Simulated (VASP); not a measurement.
# AlAs (F-43m) in VASP: settings compared

AlAs is run at these levels: PBEsol, PBE; tasks: vibrations by perturbation theory, dielectric tensor.

Program: VASP 6.6.1. These are calculated values, not measurements. Logs are shortened: lines on timing, memory, paths and dates and some standing lists are left out, and cuts for length are marked.

## 1. The cell of the first run

The structure is cubic, space group F-43m (No. 216). The conventional cell has a = 5.675 Å, b = 5.675 Å, c = 5.675 Å, α = 90.00°, β = 90.00°, γ = 90.00°. Al (site symmetry -43m) has 4 As at 2.46 Å within 3.2 Å. As (site symmetry -43m) has 4 Al at 2.46 Å within 3.2 Å.

## 2. Vibrations by perturbation theory, PBEsol

Contents of INCAR:

```
ALGO     = Normal         # electronic algorithm
EDIFF    = 1E-8           # SCF threshold, eV
ENCUT    = 510            # plane-wave cutoff, eV
GGA      = PS             # functional
GGA_COMPAT= F            
IBRION   = 8              # ionic algorithm
ISIF     = 2              # what is computed and relaxed
ISMEAR   = 0              # smearing method
LASPH    = T              # aspherical terms in the spheres
LCHARG   = F              # write CHGCAR
LEPSILON = T              # dielectric tensor by DFPT
LREAL    = F              # projectors in reciprocal space
LWAVE    = F              # write WAVECAR
NELM     = 120            # most SCF steps
NSW      = 1              # ionic steps
PREC     = Accurate       # precision mode
SIGMA    = 0.01           # smearing width, eV
```

Contents of KPOINTS:

```
k-points
0
Gamma
  6 6 6
```

Contents of POSCAR:

```
AlAs
1.0
    0.0000000000      2.8373092201      2.8373092201
    2.8373092201      0.0000000000      2.8373092201
    2.8373092201      2.8373092201      0.0000000000
Al As
1 1
Direct
    0.0000000000      0.0000000000      0.0000000000
    0.2500000000      0.2500000000      0.2500000000
```

Potentials or basis: VASP PAW PBE potentials, release 64 (Al, As_d).

The run is started by

```
> cat potpaw_PBE.64/Al/POTCAR potpaw_PBE.64/As_d/POTCAR > POTCAR
> mpirun -np 1 vasp_std > vasp.out
```

OUTCAR:

```text
EDIFF = 1E-8
   ENCUT = 510
   GGA = PS
   IBRION = 8
   ISIF = 2
   ISMEAR = 0
   LASPH = T
   LEPSILON = T
   LREAL = F
   NELM = 120
   NSW = 1
   PREC = Accurate

 ion  position               nearest neighbor table
   1  0.000  0.000  0.000-   2 2.46   2 2.46   2 2.46   2 2.46
   2  0.250  0.250  0.250-   1 2.46   1 2.46   1 2.46   1 2.46

  LATTYP: Found a face centered cubic cell.
 ALAT       =     5.6746184402

  Lattice vectors:

 A1 = (   0.0000000000,   2.8373092201,   2.8373092201)
 A2 = (   2.8373092201,   0.0000000000,   2.8373092201)
 A3 = (   2.8373092201,   2.8373092201,   0.0000000000)

Analysis of symmetry for initial positions (statically):
=====================================================================
 Subroutine PRICEL returns:
 Original cell was already a primitive cell.

 Routine SETGRP: Setting up the symmetry group for a
 face centered cubic supercell.

 Subroutine GETGRP returns: Found 24 space group operations
 (whereof 24 operations were pure point group operations)
 out of a pool of 48 trial point group operations.

The static configuration has the point symmetry T_d .

Analysis of symmetry for dynamics (positions and initial velocities):
=====================================================================
 Subroutine PRICEL returns:
 Original cell was already a primitive cell.

 Routine SETGRP: Setting up the symmetry group for a
 face centered cubic supercell.

 Subroutine GETGRP returns: Found 24 space group operations
 (whereof 24 operations were pure point group operations)
 out of a pool of 48 trial point group operations.

The dynamic configuration has the point symmetry T_d .

 Subroutine INISYM returns: Found 24 space group operations
 (whereof 24 operations are pure point group operations),
 and found     1 'primitive' translations

----------------------------------------------------------------------------------------

                                     Primitive cell

  volume of cell :      45.6825

  direct lattice vectors                    reciprocal lattice vectors
     0.000000000  2.837309220  2.837309220    -0.176223302  0.176223302  0.176223302
     2.837309220  0.000000000  2.837309220     0.176223302 -0.176223302  0.176223302
     2.837309220  2.837309220  0.000000000     0.176223302  0.176223302 -0.176223302

  length of vectors
     4.012561180  4.012561180  4.012561180     0.305227713  0.305227713  0.305227713

  position of ions in fractional coordinates (direct lattice)
     0.000000000  0.000000000  0.000000000
     0.250000000  0.250000000  0.250000000

  ion indices of the primitive-cell ions
   primitive index   ion index
                 1           1
                 2           2

----------------------------------------------------------------------------------------

 KPOINTS: k-points

Automatic generation of k-mesh.
 Grid dimensions read from file:
 generate k-points for:    6    6    6

 Generating k-lattice:

  Cartesian coordinates                     Fractional coordinates (reciprocal lattice)
    -0.029370550  0.029370550  0.029370550     0.166666667  0.000000000  0.000000000
[... 395 lines left out ...]
  ---------------------------------------------------
  free energy    TOTEN  =        -1.41664515 eV

  energy without entropy =       -1.41664515

------------------------ aborting loop because EDIFF is reached ----------------------------------------

--------------------------------------- Ionic step        2  -------------------------------------------

------------------------ aborting loop because EDIFF is reached ----------------------------------------

--------------------------------------- Ionic step        3  -------------------------------------------

------------------------ aborting loop because EDIFF is reached ----------------------------------------

 PIEZOELECTRIC TENSOR FIELD DIRECTION 3  (e Angst)
 -----------------------------------------------------------------------------
     0.00104 -2.27275  0.00000           (  0.00000  0.06191  0.00000)
    -2.27275  0.00104  0.00000           (  0.06191  0.00000  0.00000)
     0.00000  0.00000 -0.00310           (  0.00000  0.00000  0.00000)

 PIEZOELECTRIC TENSOR FIELD DIRECTION 3  (C/m^2)
 -----------------------------------------------------------------------------
     0.00037 -0.79710  0.00000
    -0.79710  0.00037  0.00000
     0.00000  0.00000 -0.00109

--------------------------------------- Ionic step        4  -------------------------------------------

------------------------ aborting loop because EDIFF is reached ----------------------------------------

[... ionic steps 5 to 6 ...]

--------------------------------------- Ionic step        7  -------------------------------------------

 Free energy of the ion-electron system (eV)
  ---------------------------------------------------
  ---------------------------------------------------
  free energy    TOTEN  =        -0.11723156 eV

  energy without entropy =       -0.11723156

------------------------ aborting loop because EDIFF is reached ----------------------------------------

 INTERNAL STRAIN TENSOR  FOR ION    2  DIRECTION 1   (eV/Angst):
 -----------------------------------------------------------------------------
     0.00766  0.00000  0.00000
     0.00000 -0.00089 -7.23446
     0.00000 -7.23446 -0.00089

 MACROSCOPIC STATIC DIELECTRIC TENSOR (including local field effects in DFT)
 ------------------------------------------------------
          11.364303     0.000000    -0.000000
           0.000000    11.364303    -0.000000
           0.000000     0.000000    11.364303
 ------------------------------------------------------

 PIEZOELECTRIC TENSOR (including local field effects)  for field in x, y, z        (e  Angst)
          XX          YY          ZZ          XY          YZ          ZX
  --------------------------------------------------------------------------------
  x     0.00000    -0.00000    -0.00000     0.00000    -2.28200    -0.00000
  y     0.00000     0.00000     0.00000    -0.00000     0.00000    -2.28200
  z     0.00000     0.00000     0.00000    -2.28200     0.00000     0.00000

 PIEZOELECTRIC TENSOR (including local field effects)  for field in x, y, z        (C/m^2)
          XX          YY          ZZ          XY          YZ          ZX
  --------------------------------------------------------------------------------
  x     0.00000    -0.00000    -0.00000     0.00000    -0.80034    -0.00000
  y     0.00000     0.00000     0.00000    -0.00000     0.00000    -0.80034
  z     0.00000     0.00000     0.00000    -0.80034     0.00000     0.00000

 BORN EFFECTIVE CHARGES (including local field effects) (in |e|, cummulative output)
 ---------------------------------------------------------------------------------
 ion    1
    1     2.26936     0.00000    -0.00000
    2    -0.00000     2.26936     0.00000
    3     0.00000    -0.00000     2.26936
 ion    2
    1    -2.26936    -0.00000     0.00000
    2     0.00000    -2.26936    -0.00000
    3    -0.00000     0.00000    -2.26936

 INTERNAL STRAIN TENSOR FOR ION    2 for displacements in x,y,z  (eV/Angst):
          X           Y           Z          XY          YZ          ZX
  --------------------------------------------------------------------------------
  x    -0.00000    -0.00000    -0.00000     0.00000    -7.23446     0.00000
  y    -0.00000    -0.00000    -0.00000     0.00000     0.00000    -7.23446
  z    -0.00000    -0.00000    -0.00000    -7.23446     0.00000     0.00000

 SECOND DERIVATIVES (NOT SYMMETRIZED)
 ------------------------------------
               1X          1Y          1Z          2X          2Y          2Z
  1X    -9.082116    0.000000    0.000000    9.082116    0.000000    0.000000
  1Y     0.000000   -9.082116    0.000000    0.000000    9.082116    0.000000
  1Z     0.000000    0.000000   -9.082116    0.000000    0.000000    9.082116
  2X     9.104835    0.000000    0.000000   -9.104835    0.000000    0.000000
  2Y     0.000000    9.104835    0.000000    0.000000   -9.104835    0.000000
  2Z     0.000000    0.000000    9.104835    0.000000    0.000000   -9.104835

 Eigenvectors and eigenvalues of the dynamical matrix
 ----------------------------------------------------

   1 f  =   10.581516 THz    66.485623 2PiTHz  352.961367 cm-1    43.761612 meV
             X         Y         Z           dx          dy          dz
      0.000000  0.000000  0.000000     0.000000    0.857171    0.000000
      1.418655  1.418655  1.418655     0.000000   -0.515032    0.000000
[... 21 lines left out ...]
   6 f/i=    0.005836 THz     0.036666 2PiTHz    0.194653 cm-1     0.024134 meV
             X         Y         Z           dx          dy          dz
      0.000000  0.000000  0.000000     0.000000    0.000000   -0.515032
      1.418655  1.418655  1.418655     0.000000    0.000000   -0.857171

--------------------------------------------------------------------------------------------------------

 MACROSCOPIC STATIC DIELECTRIC TENSOR IONIC CONTRIBUTION
 ------------------------------------------------------
           2.243326     0.000000    -0.000000
           0.000000     2.243326    -0.000000
          -0.000000    -0.000000     2.243326
 ------------------------------------------------------

 ELASTIC MODULI CONTR FROM IONIC RELAXATION (kBar)
 Direction    XX          YY          ZZ          XY          YZ          ZX
 --------------------------------------------------------------------------------
 XX          -0.0000     -0.0000     -0.0000      0.0000      0.0000      0.0000
 YY          -0.0000     -0.0000     -0.0000      0.0000      0.0000      0.0000
 ZZ          -0.0000     -0.0000     -0.0000      0.0000      0.0000      0.0000
 XY           0.0000      0.0000      0.0000   -198.7849      0.0000      0.0000
 YZ           0.0000      0.0000      0.0000      0.0000   -198.7849      0.0000
 ZX           0.0000      0.0000      0.0000      0.0000      0.0000   -198.7849
 --------------------------------------------------------------------------------

 PIEZOELECTRIC TENSOR IONIC CONTR  for field in x, y, z        (C/m^2)
          XX          YY          ZZ          XY          YZ          ZX
  --------------------------------------------------------------------------------
  x    -0.00000    -0.00000    -0.00000    -0.00000     0.62836     0.00000
  y    -0.00000    -0.00000    -0.00000    -0.00000    -0.00000     0.62836
  z    -0.00000    -0.00000    -0.00000     0.62836     0.00000    -0.00000
```

Wall time 7.2 min (1 thread of Intel Xeon Platinum 8259CL at 2.50GHz (Skylake/Cascade Lake), shared host); peak memory 0.23 GiB.

Results:

```
Electronic dielectric tensor (diagonal)                 : 11.36
Born charges (mean of the diagonal)                     : Al +2.27; As -2.27 e
Highest phonon frequency at Γ, LO-TO splitting left out : 353 cm⁻¹
```

Phonon frequencies in cm⁻¹ (negative: imaginary):
```csv
q point,frequencies
"(0.000, 0.000, 0.000)",0 0 0 353 353 353
```

Electronic dielectric tensor:
```
11.36  0.00  0.00
 0.00 11.36  0.00
 0.00  0.00 11.36
```

Born effective charge tensors (e):
atom 1, Al
```
2.27 0.00 0.00
0.00 2.27 0.00
0.00 0.00 2.27
```
atom 2, As
```
-2.27  0.00  0.00
 0.00 -2.27  0.00
 0.00  0.00 -2.27
```

(Continued in part 2 of 2.)
